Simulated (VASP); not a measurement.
A run of VASP 6.6.1:

File INCAR:

```
SYSTEM = HfOs
  PREC = Accurate
  ENCUT = 600
  EDIFF = 1E-6
  ISMEAR = -1
  SIGMA = 0.08
  LREAL = .FALSE.
  LASPH = .TRUE.
  NELM = 100
  ALGO = Normal
  ISIF = 3
  LWAVE = .FALSE.
  LCHARG = .FALSE.
  IBRION = 2
  NSW = 100
  EDIFFG = -0.002
```

KPOINTS

```
regular mesh
0
G
  14 14 14
  0 0 0
```

File POSCAR:

```
HfOs
1.0
    3.2390000000      0.0000000000      0.0000000000
    0.0000000000      3.2390000000      0.0000000000
    0.0000000000      0.0000000000      3.2390000000
Hf Os
1 1
Direct
    0.0000000000      0.0000000000      0.0000000000
    0.5000000000      0.5000000000      0.5000000000
```

Potentials or basis: VASP PAW LDA potentials, release 64 (Hf_pv, Os).

Run with:

```sh
$ cat potpaw_LDA.64/Hf_pv/POTCAR potpaw_LDA.64/Os/POTCAR > POTCAR
$ mpirun -np 1 vasp_std > vasp.out
```

Hardware: 1 thread of Intel(R) Xeon(R) Platinum 8259CL CPU @ 2.50GHz (Skylake/Cascade Lake) (shared host).

Question: Estimate the wall time of this run.

Answer: Run time: 4.2 min on 1 thread of Intel(R) Xeon(R) Platinum 8259CL CPU @ 2.50GHz (Skylake/Cascade Lake), on a shared host, peak memory 0.22 GiB. Counts: scf iterations 52, k points 120, ion steps 7.
